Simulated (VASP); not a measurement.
Runs of VASP 6.6.1 on SrO. The structure is that of space group P6_3/mmc (No. 194), or close to it. The cells are those of the table. 

| task | level | potentials or basis | cell | k mesh | cutoff (eV) | smearing | gap on the mesh (eV) | pressure (GPa) | relaxed volume (Å³/atom) |
| --- | --- | --- | --- | --- | --- | --- | --- | --- | --- |
| single point | PBE | VASP PAW PBE potentials, release 64 (Sr_sv, O) | a = 4.290, b = 4.290, c = 5.185 Å, angles 90.0, 90.0, 120.0°, 4 atoms | 12 × 12 × 4 | 520 | fermi-dirac 0.02 eV | 2.59 | (c) | - |
| relaxation of cell and atoms | r2SCAN | VASP PAW PBE potentials, release 64 (Sr_sv, O) | relaxed from a = 4.290, b = 4.290, c = 5.185 Å, angles 90.0, 90.0, 120.0°, 4 atoms | 6 × 6 × 4 | 600 | fermi-dirac 0.02 eV | 3.01 | 0.0 | 20.41 |
| single point | LDA | VASP PAW LDA potentials, release 64 (Sr_sv, O) | a = 4.270, b = 4.270, c = 5.144 Å, angles 90.0, 90.0, 120.0°, 4 atoms | 12 × 12 × 6 | 520 | gaussian 0.01 eV | 2.46 | -3.6 | - |
| single point | PBEsol | VASP PAW PBE potentials, release 64 (Sr_sv, O) | a = 4.236, b = 4.236, c = 5.110 Å, angles 90.0, 90.0, 120.0°, 4 atoms | 6 × 6 × 4 | 520 | fermi-dirac 0.02 eV | 2.59 | 0.5 | - |
| single point | LDA | VASP PAW LDA potentials, release 64 (Sr_sv, O) | a = 4.189, b = 4.189, c = 5.050 Å, angles 90.0, 90.0, 120.0°, 4 atoms | 6 × 6 × 4 | 520 | fermi-dirac 0.02 eV | 2.62 | 0.7 | - |
| single point | r2SCAN | VASP PAW PBE potentials, release 64 (Sr_sv, O) | a = 4.270, b = 4.270, c = 5.144 Å, angles 90.0, 90.0, 120.0°, 4 atoms | 6 × 6 × 4 | 520 | fermi-dirac 0.02 eV | (a) | 0.5 | - |
| relaxation of cell and atoms | LDA | VASP PAW LDA potentials, release 64 (Sr_sv, O) | relaxed from a = 4.290, b = 4.290, c = 5.185 Å, angles 90.0, 90.0, 120.0°, 4 atoms | 6 × 6 × 4 | 600 | fermi-dirac 0.02 eV | 2.60 | 0.0 | 19.33 |
| relaxation of cell and atoms | PBEsol | VASP PAW PBE potentials, release 64 (Sr_sv, O) | relaxed from a = 4.290, b = 4.290, c = 5.185 Å, angles 90.0, 90.0, 120.0°, 4 atoms | 6 × 6 × 4 | 600 | fermi-dirac 0.02 eV | 2.57 | 0.0 | (b) |

Alike in all rows: no spin polarisation.

**Question.** Estimate the missing entries.

**Answer.** (a) 3.02; (b) 19.97; (c) 0.4.

Caveats: the PAW data sets were made with another functional, which shifts forces and pressure a little (some runs).

A k mesh can miss the band edges, and the runs leave out spin-orbit coupling on Sr.
